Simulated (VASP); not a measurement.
Write the native input for VASP 6.6.1 that does the following.

```
Task                   : single point
Functional             : PBE
Potentials or basis    : VASP PAW PBE potentials, release 64 (Sn_d, Se)
Cutoff                 : 520 eV
k mesh                 : 12 × 12 × 4
Occupations            : gaussian, width 0.05 eV
Spin                   : no spin polarisation
Dipole correction      : no
Further INCAR settings : ALGO = Normal; EDIFF = 1e-06; NBANDS = 20
```

The structure of SnSe2 lies in POSCAR:

```
SnSe2
1.0
    3.9878992217      0.0000000000      0.0000000000
   -1.9939496109      3.4536220337      0.0000000000
    0.0000000000      0.0000000000      6.9880221146
Sn Se
1 2
Direct
    0.0000000000      0.0000000000      0.0000000000
    0.3333333333      0.6666666667      0.2281493097
    0.6666666667      0.3333333333      0.7718506903
```

This cell differs from its parent crystal: strain +0.0300 x Voigt [1, 1, 0, 0, 0, 0].

These files were run (other wordings do the same):

INCAR

```
SYSTEM = SnSe2
ALGO = Normal ; EDIFF = 1E-6
ENCUT = 520 ; GGA = PE
ISIF = 2 ; ISMEAR = 0
LASPH = .TRUE. ; LCHARG = .FALSE.
LREAL = .FALSE. ; LWAVE = .FALSE.
NBANDS = 20 ; NELM = 80
PREC = Accurate ; SIGMA = 0.05
```

KPOINTS

```
k-points
0
G
  12 12 4
  0 0 0
```

Potentials or basis: VASP PAW PBE potentials, release 64 (Sn_d, Se).

Launch:

```bash
$ cat potpaw_PBE.64/Sn_d/POTCAR potpaw_PBE.64/Se/POTCAR > POTCAR
$ mpirun -np 1 vasp_std > vasp.out
```

Results of the run:

| Property | Result |
| --- | --- |
| Pressure | -2.7 GPa |
| Largest force | 0.276 eV/Å |
| Band gap on the k mesh | 0.72 eV (least direct gap 0.99 eV) |

Caveat: the cell differs from its parent crystal (strain +0.0300 x Voigt [1, 1, 0, 0, 0, 0]); semilocal functionals underestimate gaps, and a narrow one can read as zero; spin-orbit coupling is left out, which moves the levels of the heavy elements; this functional lacks dispersion, which binds layers or chains, so the pressure and a relaxed spacing across them are unreliable.

Wall time 42 s on 1 thread of Intel(R) Xeon(R) 6975P-C (Granite Rapids), with other jobs on the host, peak memory 0.29 GiB.
